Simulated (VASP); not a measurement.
# HfSiO4 (I4_1/amd) in VASP: notebook

HfSiO4 is run at these levels: r2SCAN; tasks: single point.

All numbers are computed with VASP 6.6.1; they aren't measurements. Logs are shortened: lines on timing, memory, paths and dates and some standing lists are left out, and cuts for length are marked.

## 1. The cell of the first run

It takes space group I4_1/amd (No. 141, tetragonal). Conventional cell: a = 6.647 Å, b = 6.647 Å, c = 6.031 Å, α = 90.00°, β = 90.00°, γ = 90.00°. Hf (site symmetry -4m2) has 8 O at 2.14 to 2.28 Å within 2.8 Å. Si (site symmetry -4m2) has 4 O at 1.63 Å within 2.2 Å. O (site symmetry m) has 1 Si at 1.63 Å and 1 Hf at 2.14 Å within 2.2 Å.

## 2. Single point, r2SCAN (strain +1.0%)

The input, POSCAR:

```
HfSiO4
1.0
   -3.3237313842      3.3237313842      3.0156266350
    3.3237313842     -3.3237313842      3.0156266350
    3.3237313842      3.3237313842     -3.0156266350
Hf Si O
2 2 8
Direct
    0.0000000000      0.0000000000      0.0000000000
    0.7500000000      0.2500000000      0.5000000000
    0.2500000000      0.7500000000      0.5000000000
    0.5000000000      0.5000000000      0.0000000000
    0.1360686481      0.3196574002      0.8164112479
    0.0696574002      0.7532461524      0.6835887521
    0.0696574002      0.3860686481      0.3164112479
    0.5032461524      0.3196574002      0.1835887521
    0.6803425998      0.4967538476      0.8164112479
    0.6139313519      0.9303425998      0.6835887521
    0.2467538476      0.9303425998      0.3164112479
    0.6803425998      0.8639313519      0.1835887521
```

The input, INCAR.step1:

```
SYSTEM = HfSiO4
  ALGO = Normal
  EDIFF = 1E-4
  ENCUT = 520
  GGA = PE
  ISMEAR = 0
  LASPH = .True.
  LCHARG = .False.
  LREAL = .False.
  LWAVE = .True.
  NBANDS = 50
  NELM = 60
  PREC = Accurate
  SIGMA = 0.01
```

The input, INCAR.step2:

```
SYSTEM = HfSiO4
  ALGO = Normal
  EDIFF = 1E-6
  ENCUT = 520
  ISIF = 2
  ISMEAR = 0
  ISTART = 1
  LASPH = .True.
  LCHARG = .False.
  LMIXTAU = .True.
  LREAL = .False.
  LWAVE = .False.
  METAGGA = R2SCAN
  NBANDS = 50
  NELM = 60
  PREC = Accurate
  SIGMA = 0.01
```

The input, KPOINTS:

```
k-points
0
Gamma
  6 6 6
  0 0 0
```

Potentials or basis: VASP PAW PBE potentials, release 64 (Hf_pv, Si, O).

Run with:

```bash
$ cat potpaw_PBE.64/Hf_pv/POTCAR potpaw_PBE.64/Si/POTCAR potpaw_PBE.64/O/POTCAR > POTCAR
$ cp INCAR.step1 INCAR
$ mpirun -np 1 vasp_std > vasp.out
$ cp INCAR.step2 INCAR
$ mpirun -np 1 vasp_std > vasp.out
```

OUTCAR:

```text
SYSTEM = HfSiO4
   EDIFF = 1E-6
   ENCUT = 520
   ISIF = 2
   ISMEAR = 0
   ISTART = 1
   LASPH = .True.
   LREAL = .False.
   METAGGA = R2SCAN
   NELM = 60
   PREC = Accurate

 ion  position               nearest neighbor table
   1  0.000  0.000  0.000-   6 2.14  11 2.14  10 2.14   7 2.14   5 2.28  12 2.28   8 2.28   9 2.28
                             4 3.02   4 3.02   2 3.65   2 3.65   2 3.65   2 3.65
   2  0.750  0.250  0.500-   8 2.14   9 2.14   5 2.14  12 2.14  10 2.28   7 2.28   6 2.28  11 2.28
                             3 3.02   3 3.02   1 3.65   1 3.65   1 3.65   1 3.65
   3  0.250  0.750  0.500-   7 1.63  10 1.63   6 1.63  11 1.63   2 3.02   2 3.02
   4  0.500  0.500  0.000-   5 1.63  12 1.63   9 1.63   8 1.63   1 3.02   1 3.02
   5  0.136  0.320  0.816-   4 1.63   2 2.14   1 2.28
   6  0.070  0.753  0.684-   3 1.63   1 2.14   2 2.28
   7  0.070  0.386  0.316-   3 1.63   1 2.14   2 2.28
   8  0.503  0.320  0.184-   4 1.63   2 2.14   1 2.28
   9  0.680  0.497  0.816-   4 1.63   2 2.14   1 2.28
  10  0.614  0.930  0.684-   3 1.63   1 2.14   2 2.28
  11  0.247  0.930  0.316-   3 1.63   1 2.14   2 2.28
  12  0.680  0.864  0.184-   4 1.63   2 2.14   1 2.28

  LATTYP: Found a body centered tetragonal cell.
 ALAT       =     6.6474627684
 C/A-ratio  =     0.9073015495

  Lattice vectors:

 A1 = (  -3.3237313842,   3.3237313842,   3.0156266350)
 A2 = (   3.3237313842,  -3.3237313842,   3.0156266350)
 A3 = (   3.3237313842,   3.3237313842,  -3.0156266350)

Analysis of symmetry for initial positions (statically):
=====================================================================
 Subroutine PRICEL returns:
 Original cell was already a primitive cell.

 Routine SETGRP: Setting up the symmetry group for a
 body centered tetragonal supercell.

 Subroutine GETGRP returns: Found 16 space group operations
 (whereof  8 operations were pure point group operations)
 out of a pool of 16 trial point group operations.

The static configuration has the point symmetry D_2d.
 The point group associated with its full space group is D_4h.

Analysis of symmetry for dynamics (positions and initial velocities):
=====================================================================
 Subroutine PRICEL returns:
 Original cell was already a primitive cell.

 Routine SETGRP: Setting up the symmetry group for a
 body centered tetragonal supercell.

 Subroutine GETGRP returns: Found 16 space group operations
 (whereof  8 operations were pure point group operations)
[... 135 lines left out ...]
   NUPDOWN=      -1.0000    fix difference up-down
   EMIN   =  10.00;   EMAX   =-10.00  energy-range for DOS
   EFERMI =   0.00;   METHOD = LEGACY
   ISMEAR =     0;   SIGMA  =   0.01  broadening in eV -4-tet -1-fermi 0-gaus
   EFERMI_NEDOS =   21; number of points for ismear=-14 and -15
   IALGO  =     38    algorithm
   IMIX   =      4    mixing-type and parameters
     AMIX     =   0.40;   BMIX     =  1.00
     AMIX_MAG =   1.60;   BMIX_MAG =  1.00
  volume/ion in A,a.u.               =      11.10        74.94
  Fermi-wavevector in a.u.,A,eV,Ry     =   1.357635  2.565557 25.077873  1.843172
  Thomas-Fermi vector in A             =   2.484536
   LORBIT       =      0    0 simple, 1 ext, 2 COOP (PROOUT), +10 PAW based schemes
   METAGGA = R2SCAN    functional components
   LHFCALC =     F    Hartree Fock is set to
   AEXX    =    0.0000 exact exchange contribution
   IVDW    =     0    specifies the selected vdW correction
   LEPSILON=     F    determine dielectric tensor
   LRPA    =     F    only Hartree local field effects (RPA)
 non-spin polarized calculation
 Gauss-broadening in eV      SIGMA  =   0.01
  energy-cutoff  :      520.00
  volume of cell :      133.26
 maximum number of plane-waves:      3615
 NGX is ok and might be reduce to    42
   NGX = 21   NGY = 21   NGZ = 21

 number of electron      76.0000016 magnetization

 Free energy of the ion-electron system (eV)
  ---------------------------------------------------
  ext. energy  EPLUGINS =         0.00000000
  ---------------------------------------------------
  free energy    TOTEN  =      -197.51715948 eV

  energy without entropy =     -197.51715948  energy(sigma->0) =     -197.51715948

 E-fermi :   2.7622     XC(G=0): -11.5450

 val. band max:        2.6049067701   @ k =   0.0000   0.0000   0.0000
 cond. band min:       8.3894957682   @ k =   0.3333   0.3333   0.1667
 fundamental gap:      5.7845889981
 Fermi energy:         2.7621674999

 k-point     1 :       0.0000    0.0000    0.0000
  band No.  band energies     occupation
      1     -27.8517      2.00000
      2     -27.8517      2.00000
      3     -27.8023      2.00000
      4     -27.7881      2.00000
      5     -27.6970      2.00000
      6     -27.6970      2.00000
[... 1261 lines left out ...]
     49      11.7782      0.00000
     50      12.9173      0.00000

 [... further k-points ...]

------------------------ aborting loop because EDIFF is reached ----------------------------------------

  FORCE on cell =-STRESS in cart. coord.  units (eV):
  Direction    XX          YY          ZZ          XY          YZ          ZX
  --------------------------------------------------------------------------------------
  -------------------------------------------------------------------------------------
  Total       -6.6983433     -6.6983433     -7.4308932      0.0000000      0.0000000      0.0000000
  in kB      -80.5357280    -80.5357280    -89.3433444      0.0000000      0.0000000      0.0000000
  external PRESSURE =     -83.4716002 kB  Pullay stress =       0.0000000 kB

 VOLUME and BASIS-vectors are now :
 -----------------------------------------------------------------------------
  energy-cutoff  :      520.00
  volume of cell :      133.26
      direct lattice vectors                 reciprocal lattice vectors
    -3.323731384  3.323731384  3.015626635     0.000000000  0.150433336  0.165803019
     3.323731384 -3.323731384  3.015626635     0.150433336  0.000000000  0.165803019
     3.323731384  3.323731384 -3.015626635     0.150433336  0.150433336  0.000000000

 POSITION                                       TOTAL-FORCE (eV/Angst)
 -----------------------------------------------------------------------------------
      0.00000      0.00000      0.00000        -0.000000     -0.000000     -0.000000
      0.00000      3.32373      1.50781         0.000000     -0.000000     -0.000000
      3.32373      0.00000      1.50781        -0.000000     -0.000000     -0.000000
      0.00000      0.00000      3.01563         0.000000     -0.000000     -0.000000
      3.32373      2.10333     -1.08769        -0.000000     -0.144004     -0.147347
      4.54413     -0.00000      0.42012         0.144004      0.000000     -0.147347
      2.10333      0.00000      0.42012        -0.144004     -0.000000     -0.147347
     -0.00000      1.22040      1.92793         0.000000      0.144004     -0.147347
      2.10333      3.32373      1.08769        -0.144004     -0.000000      0.147347
      3.32373      1.22040      2.59551         0.000000      0.144004      0.147347
      3.32373     -1.22040      2.59551        -0.000000     -0.144004      0.147347
      1.22040      0.00000      4.10332         0.144004      0.000000      0.147347
 -----------------------------------------------------------------------------------
    total drift:                               -0.000000     -0.000000      0.000000

  FREE ENERGIE OF THE ION-ELECTRON SYSTEM (eV)
  ---------------------------------------------------
  free  energy   TOTEN  =      -197.5171594805 eV

  energy  without entropy=     -197.5171594805  energy(sigma->0) =     -197.51715948
```

It took 8.5 min on 1 thread of AMD EPYC 9R45 (Zen 5), shared host; peak memory 0.35 GiB.

Results:

| Quantity | Value |
| --- | --- |
| Free energy | -197.5172 eV |
| Pressure | -8.3 GPa |
| Largest force | 0.206 eV/Å |
| Band gap on the k mesh | 5.78 eV, indirect (least direct gap 6.10 eV) |

Forces on the atoms (eV/Å):
```
Hf   0.000  0.000  0.000
Hf   0.000  0.000  0.000
Si   0.000  0.000  0.000
Si   0.000  0.000  0.000
O    0.000 -0.144 -0.147
O    0.144  0.000 -0.147
O   -0.144  0.000 -0.147
O    0.000  0.144 -0.147
O   -0.144  0.000  0.147
O    0.000  0.144  0.147
O    0.000 -0.144  0.147
O    0.144  0.000  0.147
```

Levels at points of the mesh, in eV from the valence-band top:
```tsv
k point	band 35	band 36	band 37	band 38	band 39	band 40	band 41	band 42
(0.00, 0.00, 0.00)	-0.61	-0.61	-0.54	0.00	6.10	6.38	6.55	6.55
(0.50, 0.00, 0.00)	-0.95	-0.81	-0.25	-0.21	6.01	6.16	6.90	7.03
(0.50, 0.50, 0.00)	-0.91	-0.91	-0.59	-0.59	5.80	5.80	6.86	6.86
(0.50, 0.50, 0.50)	-1.10	-1.10	-0.91	-0.91	6.53	6.53	6.97	6.97
```

Caveat: the cell differs from its parent crystal (strain +1.0%); the PAW data sets were made with another functional, which shifts forces and pressure a little; spin-orbit coupling is left out, which moves the levels of the heavy elements.

## 3. Single point, r2SCAN (strain +2.0%)

The input, POSCAR:

```
HfSiO4
1.0
   -3.3566396157      3.3566396157      3.0454843245
    3.3566396157     -3.3566396157      3.0454843245
    3.3566396157      3.3566396157     -3.0454843245
Hf Si O
2 2 8
Direct
    0.0000000000      0.0000000000      0.0000000000
    0.7500000000      0.2500000000      0.5000000000
    0.2500000000      0.7500000000      0.5000000000
    0.5000000000      0.5000000000      0.0000000000
    0.1369385439      0.3194204668      0.8175180770
    0.0694204668      0.7519023898      0.6824819230
    0.0694204668      0.3869385439      0.3175180770
    0.5019023898      0.3194204668      0.1824819230
    0.6805795332      0.4980976102      0.8175180770
    0.6130614561      0.9305795332      0.6824819230
    0.2480976102      0.9305795332      0.3175180770
    0.6805795332      0.8630614561      0.1824819230
```

The input, INCAR.step1:

```
PREC = Accurate
ENCUT = 520
ISMEAR = 0
SIGMA = 0.01
LREAL = False
LASPH = True
NELM = 60
NBANDS = 50
GGA = PE
ALGO = Normal
EDIFF = 1E-4
LWAVE = True
LCHARG = False
```

The input, INCAR.step2:

```
PREC = Accurate
ENCUT = 520
EDIFF = 1E-7
ISMEAR = 0
SIGMA = 0.01
LREAL = False
LASPH = True
NELM = 60
ALGO = Normal
ISIF = 2
LWAVE = False
LCHARG = False
METAGGA = R2SCAN
LMIXTAU = True
NBANDS = 50
ISTART = 1
```

The input, KPOINTS:

```
Automatic mesh
0
Gamma
  6 6 6
```

Potentials or basis: VASP PAW PBE potentials, release 64 (Hf_pv, Si, O).

Run with:

```bash
$ cat potpaw_PBE.64/Hf_pv/POTCAR potpaw_PBE.64/Si/POTCAR potpaw_PBE.64/O/POTCAR > POTCAR
$ cp INCAR.step1 INCAR
$ mpirun -np 1 vasp_std > vasp.out
$ cp INCAR.step2 INCAR
$ mpirun -np 1 vasp_std > vasp.out
```

Wall time 8.8 min (1 thread of AMD EPYC 9R45 (Zen 5), shared host); peak memory 0.36 GiB.

The run converged. Its results:

- Free energy: -197.2370 eV
- Pressure: -14.0 GPa
- Largest force: 0.194 eV/Å
- Band gap on the k mesh: 5.61 eV, indirect (least direct gap 5.89 eV)

Forces on the atoms (eV/Å):
```
Hf   0.000  0.000  0.000
Hf   0.000  0.000  0.000
Si   0.000  0.000  0.000
Si   0.000  0.000  0.000
O    0.000 -0.133 -0.141
O    0.133  0.000 -0.141
O   -0.133  0.000 -0.141
O    0.000  0.133 -0.141
O   -0.133  0.000  0.141
O    0.000  0.133  0.141
O    0.000 -0.133  0.141
O    0.133  0.000  0.141
```

Stress tensor (GPa, compression positive):
```
-13.17   0.00   0.00
  0.00 -13.17   0.00
  0.00   0.00 -15.69
```

Levels at points of the mesh, in eV from the valence-band top:
```tsv
k point	band 36	band 37	band 38	band 39	band 40	band 41
(0.00, 0.00, 0.00)	-0.61	-0.51	0.00	5.89	6.17	6.33
(0.50, 0.00, 0.00)	-0.77	-0.23	-0.23	5.81	5.96	6.69
(0.50, 0.50, 0.00)	-0.87	-0.56	-0.56	5.62	5.62	6.63
(0.50, 0.50, 0.50)	-1.07	-0.90	-0.90	6.30	6.30	6.72
```

Caveat: the cell differs from its parent crystal (strain +2.0%); the PAW data sets were made with another functional, which shifts forces and pressure a little; spin-orbit coupling is left out, which moves the levels of the heavy elements.

## 4. Single point, r2SCAN (strain -2.0%)

The input, POSCAR:

```
HfSiO4
1.0
   -3.2250066896      3.2250066896      2.9260535667
    3.2250066896     -3.2250066896      2.9260535667
    3.2250066896      3.2250066896     -2.9260535667
Hf Si O
2 2 8
Direct
    0.0000000000      0.0000000000      0.0000000000
    0.7500000000      0.2500000000      0.5000000000
    0.2500000000      0.7500000000      0.5000000000
    0.5000000000      0.5000000000      0.0000000000
    0.1337816213      0.3202899270      0.8134916944
    0.0702899270      0.7567982326      0.6865083056
    0.0702899270      0.3837816213      0.3134916944
    0.5067982326      0.3202899270      0.1865083056
    0.6797100730      0.4932017674      0.8134916944
    0.6162183787      0.9297100730      0.6865083056
    0.2432017674      0.9297100730      0.3134916944
    0.6797100730      0.8662183787      0.1865083056
```

The input, INCAR.step1:

```
ALGO = Normal
EDIFF = 1E-4
ENCUT = 520
GGA = PE
ISMEAR = 0
LASPH = T
LCHARG = F
LREAL = F
LWAVE = T
NBANDS = 50
NELM = 60
PREC = Accurate
SIGMA = 0.01
```

The input, INCAR.step2:

```
ALGO = Normal
EDIFF = 1E-7
ENCUT = 520
ISIF = 2
ISMEAR = 0
ISTART = 1
LASPH = T
LCHARG = F
LMIXTAU = T
LREAL = F
LWAVE = F
METAGGA = R2SCAN
NBANDS = 50
NELM = 60
PREC = Accurate
SIGMA = 0.01
```

The input, KPOINTS:

```
k-points
0
Gamma
  6 6 6
```

Run with:

```bash
$ cat potpaw_PBE.64/Hf_pv/POTCAR potpaw_PBE.64/Si/POTCAR potpaw_PBE.64/O/POTCAR > POTCAR
$ cp INCAR.step1 INCAR
$ mpirun -np 1 vasp_std > vasp.out
$ cp INCAR.step2 INCAR
$ mpirun -np 1 vasp_std > vasp.out
```

It took 7.5 min on 1 thread of AMD EPYC 9R45 (Zen 5), shared host; peak memory 0.32 GiB.

It converged, with:

| Quantity | Value |
| --- | --- |
| Free energy | -197.3582 eV |
| Pressure | 14.6 GPa |
| Largest force | 0.235 eV/Å |
| Band gap on the k mesh | 6.30 eV, indirect (least direct gap 6.72 eV) |

Forces in eV/Å, atoms in the order of the input:
```
Hf   0.000  0.000  0.000
Hf   0.000  0.000  0.000
Si   0.000  0.000  0.000
Si   0.000  0.000  0.000
O    0.000 -0.167 -0.166
O    0.167  0.000 -0.166
O   -0.167  0.000 -0.166
O    0.000  0.167 -0.166
O   -0.167  0.000  0.166
O    0.000  0.167  0.166
O    0.000 -0.167  0.166
O    0.167  0.000  0.166
```

Stress tensor (GPa, compression positive):
```
13.49  0.00  0.00
 0.00 13.49  0.00
 0.00  0.00 16.73
```

Levels at points of the mesh, in eV from the valence-band top:
| k point | band 36 | band 37 | band 38 | band 39 | band 40 | band 41 |
| --- | --- | --- | --- | --- | --- | --- |
| (0.00, 0.00, 0.00) | -0.59 | -0.59 | 0.00 | 6.74 | 7.01 | 7.22 |
| (0.50, 0.00, 0.00) | -0.93 | -0.31 | -0.16 | 6.61 | 6.75 | 7.56 |
| (0.50, 0.50, 0.00) | -1.02 | -0.67 | -0.67 | 6.31 | 6.31 | 7.50 |
| (0.50, 0.50, 0.50) | -1.19 | -0.89 | -0.89 | 7.27 | 7.27 | 7.72 |

Caveat: the cell differs from its parent crystal (strain -2.0%); the PAW data sets were made with another functional, which shifts forces and pressure a little; spin-orbit coupling is left out, which moves the levels of the heavy elements.

## 5. The runs side by side

```tsv
cell	gap on the mesh (eV)	pressure (GPa)	largest force (eV/Å)
a = 5.585 Å, angles 107.0, 107.0, 114.6°, 12 atoms	5.78	-8.3	0.21
a = 5.640 Å, angles 107.0, 107.0, 114.6°, 12 atoms	5.61	-14.0	0.19
a = 5.419 Å, angles 107.0, 107.0, 114.6°, 12 atoms	6.30	14.6	0.24
```

Alike in all rows: task single point; level r2SCAN; potentials or basis VASP PAW PBE potentials, release 64 (Hf_pv, Si, O); no spin polarisation; k mesh 6 × 6 × 6; cutoff (eV) 520; smearing gaussian 0.01 eV.

Caveats: the PAW data sets were made with another functional, which shifts forces and pressure a little; spin-orbit coupling is left out, which moves the levels of the heavy elements.

Total energies depend on the potentials used, so only differences within one code and one set of settings carry meaning.
